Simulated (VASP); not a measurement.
BAs, 2 atoms in the cell. Symmetry: F-43m, No. 216, cubic system. The conventional cell has a = 4.777 Å, b = 4.777 Å, c = 4.777 Å, α = 90.00°, β = 90.00°, γ = 90.00°. As (site symmetry -43m) has 4 B at 2.07 Å within 2.7 Å. B (site symmetry -43m) has 4 As at 2.07 Å within 2.7 Å. 

```yaml
Program: VASP 6.6.1
Task: single point
Functional: LDA
Potentials_or_basis: VASP PAW LDA potentials, release 64 (As, B)
Cutoff: 520 eV
k_mesh: 10 × 10 × 10
Occupations: gaussian, width 0.1 eV
Spin: no spin polarisation
Dipole_correction: no
Further_INCAR_settings: ALGO = Normal; EDIFF = 1e-06; NBANDS = 11
```

Potentials or basis: VASP PAW LDA potentials, release 64 (As, B).

Command:

```console
$ cat potpaw_LDA.64/As/POTCAR potpaw_LDA.64/B/POTCAR > POTCAR
$ mpirun -np 1 vasp_std > vasp.out
```

Hardware: 1 thread of Intel(R) Xeon(R) 6975P-C (Granite Rapids), with other jobs on the host.

**Question.** How long does it take, and how much memory?

**Answer.** Wall time 6.4 s on 1 thread of Intel(R) Xeon(R) 6975P-C (Granite Rapids), with other jobs on the host, peak memory 0.14 GiB. Counts: scf iterations 12, k points 47.
